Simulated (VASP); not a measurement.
# TiO (P4/mmm) in VASP: single point with PBEsol

Aim: the single point of TiO with PBEsol.

Everything below comes from runs of VASP 6.6.1. Logs are shortened: lines on timing, memory, paths and dates and some standing lists are left out, and cuts for length are marked.

## 1. The cell of the first run

It takes space group P4/mmm (No. 123, tetragonal). Conventional cell: a = 4.656 Å, b = 4.656 Å, c = 3.027 Å, α = 90.00°, β = 90.00°, γ = 90.00°. Ti (site symmetry 4/mmm) has 4 O at 2.33 Å and 10 Ti at 2.78 to 3.03 Å within 3.1 Å. Within 2.0 Å of Ti (site symmetry mmm) lie 2 O at 1.51 Å. O (site symmetry mmm) has 2 Ti at 1.51 Å within 2.0 Å. O (site symmetry 4/mmm) has 4 Ti at 2.33 Å and 10 O at 2.78 to 3.03 Å within 3.1 Å.

## 2. Single point, PBEsol

File INCAR:

```
PREC = Accurate
ENCUT = 520
EDIFF = 1E-6
ISMEAR = 0
SIGMA = 0.15
LREAL = False
LASPH = True
NELM = 80
ALGO = Normal
ISIF = 2
LWAVE = False
LCHARG = False
GGA = PS
NBANDS = 36
```

File KPOINTS:

```
Automatic mesh
0
Gamma
  14 14 14
```

File POSCAR:

```
TiO
1.0
    4.6563453416      0.0000000000      0.0000000000
    0.0000000000      4.6563453416      0.0000000000
    0.0000000000      0.0000000000      3.0266244721
Ti O
3 3
Direct
    0.5000000000      0.5000000000      0.0000000000
    0.0000000000      0.5000000000      0.5000000000
    0.5000000000      0.0000000000      0.5000000000
    0.0000000000      0.5000000000      0.0000000000
    0.5000000000      0.0000000000      0.0000000000
    0.0000000000      0.0000000000      0.5000000000
```

Potentials or basis: VASP PAW PBE potentials, release 64 (Ti_sv, O).

Run with:

```
cat potpaw_PBE.64/Ti_sv/POTCAR potpaw_PBE.64/O/POTCAR > POTCAR
mpirun -np 1 vasp_std > vasp.out
```

OUTCAR:

```text
PREC = Accurate
   ENCUT = 520
   EDIFF = 1E-6
   ISMEAR = 0
   LREAL = False
   LASPH = True
   NELM = 80
   ISIF = 2
   GGA = PS

 ion  position               nearest neighbor table
   1  0.500  0.500  0.000-   4 2.33   5 2.33   5 2.33   4 2.33   2 2.78   3 2.78   3 2.78   2 2.78
                             3 2.78   2 2.78   3 2.78   2 2.78
   2  0.000  0.500  0.500-   4 1.51   4 1.51   6 2.33   6 2.33   1 2.78   1 2.78   1 2.78   1 2.78

   3  0.500  0.000  0.500-   5 1.51   5 1.51   6 2.33   6 2.33   1 2.78   1 2.78   1 2.78   1 2.78

   4  0.000  0.500  0.000-   2 1.51   2 1.51   1 2.33   1 2.33
   5  0.500  0.000  0.000-   3 1.51   3 1.51   1 2.33   1 2.33
   6  0.000  0.000  0.500-   2 2.33   3 2.33   2 2.33   3 2.33

  LATTYP: Found a simple tetragonal cell.
 ALAT       =     4.6563453416
 C/A-ratio  =     0.6500000000

  Lattice vectors:

 A1 = (   4.6563453416,   0.0000000000,   0.0000000000)
 A2 = (   0.0000000000,   4.6563453416,   0.0000000000)
 A3 = (   0.0000000000,   0.0000000000,   3.0266244721)

Analysis of symmetry for initial positions (statically):
=====================================================================
 Subroutine PRICEL returns:
 Original cell was already a primitive cell.

 Routine SETGRP: Setting up the symmetry group for a
 simple tetragonal supercell.

 Subroutine GETGRP returns: Found 16 space group operations
 (whereof 16 operations were pure point group operations)
 out of a pool of 16 trial point group operations.

The static configuration has the point symmetry D_4h.

Analysis of symmetry for dynamics (positions and initial velocities):
=====================================================================
 Subroutine PRICEL returns:
 Original cell was already a primitive cell.

 Routine SETGRP: Setting up the symmetry group for a
 simple tetragonal supercell.

 Subroutine GETGRP returns: Found 16 space group operations
 (whereof 16 operations were pure point group operations)
 out of a pool of 16 trial point group operations.

The dynamic configuration has the point symmetry D_4h.

 Subroutine INISYM returns: Found 16 space group operations
 (whereof 16 operations are pure point group operations),
 and found     1 'primitive' translations

----------------------------------------------------------------------------------------

                                     Primitive cell

  volume of cell :      65.6219

  direct lattice vectors                    reciprocal lattice vectors
     4.656345342  0.000000000  0.000000000     0.214760703  0.000000000  0.000000000
     0.000000000  4.656345342  0.000000000     0.000000000  0.214760703  0.000000000
     0.000000000  0.000000000  3.026624472     0.000000000  0.000000000  0.330401082

  length of vectors
     4.656345342  4.656345342  3.026624472     0.214760703  0.214760703  0.330401082

  position of ions in fractional coordinates (direct lattice)
     0.500000000  0.500000000  0.000000000
     0.000000000  0.500000000  0.500000000
     0.500000000  0.000000000  0.500000000
     0.000000000  0.500000000  0.000000000
     0.500000000  0.000000000  0.000000000
     0.000000000  0.000000000  0.500000000

  ion indices of the primitive-cell ions
   primitive index   ion index
                 1           1
                 2           2
                 3           3
                 4           4
                 5           5
                 6           6

----------------------------------------------------------------------------------------

 KPOINTS: Automatic mesh

Automatic generation of k-mesh.
 Grid dimensions read from file:
 generate k-points for:   14   14   14

 Generating k-lattice:

  Cartesian coordinates                     Fractional coordinates (reciprocal lattice)
     0.015340050  0.000000000  0.000000000     0.071428571  0.000000000  0.000000000
     0.000000000  0.015340050  0.000000000     0.000000000  0.071428571  0.000000000
     0.000000000  0.000000000  0.023600077     0.000000000  0.000000000  0.071428571

  Length of vectors
     0.015340050  0.015340050  0.023600077

  Shift w.r.t. Gamma in fractional coordinates (k-lattice)
     0.000000000  0.000000000  0.000000000

 Subroutine IBZKPT returns following result:
 ===========================================

 Found    288 irreducible k-points:

 Following reciprocal coordinates:
            Coordinates               Weight
  0.000000  0.000000  0.000000      1.000000
  0.071429  0.000000  0.000000      4.000000
  0.142857  0.000000  0.000000      4.000000
  0.214286  0.000000  0.000000      4.000000
  0.285714  0.000000  0.000000      4.000000
  0.357143  0.000000  0.000000      4.000000
[... 16 lines left out ...]
  0.285714  0.214286  0.000000      8.000000
  0.357143  0.214286  0.000000      8.000000
 [... further k-points ...]
   k-points           NKPTS =    288   k-points in BZ     NKDIM =    288   number of bands    NBANDS=     36
   number of dos      NEDOS =    301   number of ions     NIONS =      6
   total plane-waves  NPLWV =  31104
   dimension x,y,z NGX =    36 NGY =   36 NGZ =   24
   dimension x,y,z NGXF=    72 NGYF=   72 NGZF=   48
   ions per type =               3   3
   NGX,Y,Z   is equivalent  to a cutoff of  12.85, 12.85, 13.18 a.u.
   NGXF,Y,Z  is equivalent  to a cutoff of  25.71, 25.71, 26.37 a.u.
 SYSTEM =  unknown system
   PREC   = accura    normal or accurate (medium, high low for compatibility)
   ISTART =      0    job   : 0-new  1-cont  2-samecut
   ICHARG =      2    charge: 1-file 2-atom 10-const
   ISPIN  =      1    spin polarized calculation?
   LNONCOLLINEAR =      F non collinear calculations
   LSORBIT =      F    spin-orbit coupling
   LASPH  =      T    aspherical Exc in radial PAW
   ENCUT  =  520.0 eV  38.22 Ry    6.18 a.u.   8.66  8.66  5.63*2*pi/ulx,y,z
   NELM   =     80;   NELMIN=  2; NELMDL= -5     # of ELM steps
   EDIFF  = 0.1E-05   stopping-criterion for ELM
   LREAL  =      F    real-space projection
   EDIFFG = 0.1E-04   stopping-criterion for IOM
   NSW    =      0    number of steps for IOM
   IBRION =     -1    ionic relax: 0-MD 1-quasi-New 2-CG
   NFREE  =      0    steps in history (QN), initial steepest desc. (CG)
   ISIF   =      2    stress and relaxation
   ISYM   =      2    0-nonsym 1-usesym 2-fastsym
   POTIM  = 0.5000    time-step for ionic-motion
   TEBEG  =    0.0;   TEEND  =   0.0 temperature during run
   PSTRESS=    0.0 pullay stress
   NELECT =      54.0000    total number of electrons
   NUPDOWN=      -1.0000    fix difference up-down
   EMIN   =  10.00;   EMAX   =-10.00  energy-range for DOS
   EFERMI =   0.00;   METHOD = LEGACY
   ISMEAR =     0;   SIGMA  =   0.15  broadening in eV -4-tet -1-fermi 0-gaus
   EFERMI_NEDOS =   21; number of points for ismear=-14 and -15
   IALGO  =     38    algorithm
   IMIX   =      4    mixing-type and parameters
     AMIX     =   0.40;   BMIX     =  1.00
     AMIX_MAG =   1.60;   BMIX_MAG =  1.00
  volume/ion in A,a.u.               =      10.94        73.81
  Fermi-wavevector in a.u.,A,eV,Ry     =   1.534110  2.899047 32.021215  2.353493
  Thomas-Fermi vector in A             =   2.641083
   LORBIT       =      0    0 simple, 1 ext, 2 COOP (PROOUT), +10 PAW based schemes
   GGA     = PS    functional components
   LHFCALC =     F    Hartree Fock is set to
   AEXX    =    0.0000 exact exchange contribution
   IVDW    =     0    specifies the selected vdW correction
   LEPSILON=     F    determine dielectric tensor
   LRPA    =     F    only Hartree local field effects (RPA)
 non-spin polarized calculation
 Gauss-broadening in eV      SIGMA  =   0.15
  energy-cutoff  :      520.00
  volume of cell :       65.62
 maximum number of plane-waves:      1803
 NGX is ok and might be reduce to    36
   NGX = 17   NGY = 17   NGZ = 11

 number of electron      54.0000021 magnetization

 Free energy of the ion-electron system (eV)
  ---------------------------------------------------
  ext. energy  EPLUGINS =         0.00000000
  ---------------------------------------------------
  free energy    TOTEN  =       -40.75505522 eV

  energy without entropy =      -40.72267218  energy(sigma->0) =      -40.73886370

 E-fermi :   8.1074     XC(G=0): -12.1097

 val. band max:        8.1066505280   @ k =   0.3571   0.2857   0.3571
 cond. band min:       8.1082210283   @ k =   0.0714   0.0000   0.3571
 fundamental gap:      0.0015705003
 Fermi energy:         8.1074338696

 k-point     1 :       0.0000    0.0000    0.0000
  band No.  band energies     occupation
      1     -48.6949      2.00000
      2     -48.3961      2.00000
      3     -48.3689      2.00000
      4     -26.5161      2.00000
      5     -26.4845      2.00000
      6     -25.4381      2.00000
[... 28 lines left out ...]
     35      10.9408      0.00000
     36      11.0983      0.00000

 k-point     2 :       0.0714    0.0000    0.0000
  band No.  band energies     occupation
      1     -48.6939      2.00000
      2     -48.3964      2.00000
      3     -48.3696      2.00000
      4     -26.5155      2.00000
      5     -26.4846      2.00000
      6     -25.4378      2.00000
[... 28 lines left out ...]
     35      10.9977      0.00000
     36      11.0469      0.00000

 k-point     3 :       0.1429    0.0000    0.0000
  band No.  band energies     occupation
      1     -48.6911      2.00000
      2     -48.3972      2.00000
      3     -48.3718      2.00000
      4     -26.5139      2.00000
      5     -26.4853      2.00000
      6     -25.4369      2.00000
[... 28 lines left out ...]
     35      10.9728      0.00000
     36      11.2083      0.00000
[... 742 lines left out ...]
 k-point    23 :       0.2857    0.2143    0.0000
  band No.  band energies     occupation
      1     -48.6740      2.00000
      2     -48.4014      2.00000
      3     -48.3857      2.00000
      4     -26.5047      2.00000
      5     -26.4892      2.00000
      6     -25.3832      2.00000
[... 28 lines left out ...]
     35      10.8333      0.00000
     36      11.2832      0.00000

 k-point    24 :       0.3571    0.2143    0.0000
  band No.  band energies     occupation
      1     -48.6694      2.00000
      2     -48.4034      2.00000
      3     -48.3884      2.00000
      4     -26.5019      2.00000
      5     -26.4907      2.00000
      6     -25.3819      2.00000
[... 28 lines left out ...]
     35      10.7571      0.00000
     36      11.2181      0.00000

 [... further k-points ...]

------------------------ aborting loop because EDIFF is reached ----------------------------------------

  FORCE on cell =-STRESS in cart. coord.  units (eV):
  Direction    XX          YY          ZZ          XY          YZ          ZX
  --------------------------------------------------------------------------------------
  -------------------------------------------------------------------------------------
  Total       -7.7202474     -7.7202474    135.4568067      0.0000000      0.0000000      0.0000000
  in kB     -188.4919893   -188.4919893   3307.2156255      0.0000000      0.0000000      0.0000000
  external PRESSURE =     976.7438823 kB  Pullay stress =       0.0000000 kB

 VOLUME and BASIS-vectors are now :
 -----------------------------------------------------------------------------
  energy-cutoff  :      520.00
  volume of cell :       65.62
      direct lattice vectors                 reciprocal lattice vectors
     4.656345342  0.000000000  0.000000000     0.214760703  0.000000000  0.000000000
     0.000000000  4.656345342  0.000000000     0.000000000  0.214760703  0.000000000
     0.000000000  0.000000000  3.026624472     0.000000000  0.000000000  0.330401082

 POSITION                                       TOTAL-FORCE (eV/Angst)
 -----------------------------------------------------------------------------------
      2.32817      2.32817      0.00000         0.000000      0.000000      0.000000
      0.00000      2.32817      1.51331         0.000000      0.000000      0.000000
      2.32817      0.00000      1.51331         0.000000      0.000000      0.000000
      0.00000      2.32817      0.00000         0.000000      0.000000      0.000000
      2.32817      0.00000      0.00000         0.000000      0.000000      0.000000
      0.00000      0.00000      1.51331         0.000000      0.000000      0.000000
 -----------------------------------------------------------------------------------
    total drift:                                0.000000      0.000000      0.000000

  FREE ENERGIE OF THE ION-ELECTRON SYSTEM (eV)
  ---------------------------------------------------
  free  energy   TOTEN  =       -40.7550552154 eV

  energy  without entropy=      -40.7226721807  energy(sigma->0) =      -40.73886370
```

Wall time 7.5 min (1 thread of AMD EPYC 9R45 (Zen 5), shared host); peak memory 0.53 GiB.

What came out:

* Free energy: -40.7551 eV
* Pressure: 97.7 GPa
* Band gap on the k mesh: zero (bands 27 and 28 overlap by 1.64 eV)

Caveat: the cell stands under pressure; the PAW data sets were made with another functional, which shifts forces and pressure a little; semilocal functionals often make such compounds metallic where correlation or magnetic order opens a gap, which also shifts bond lengths.
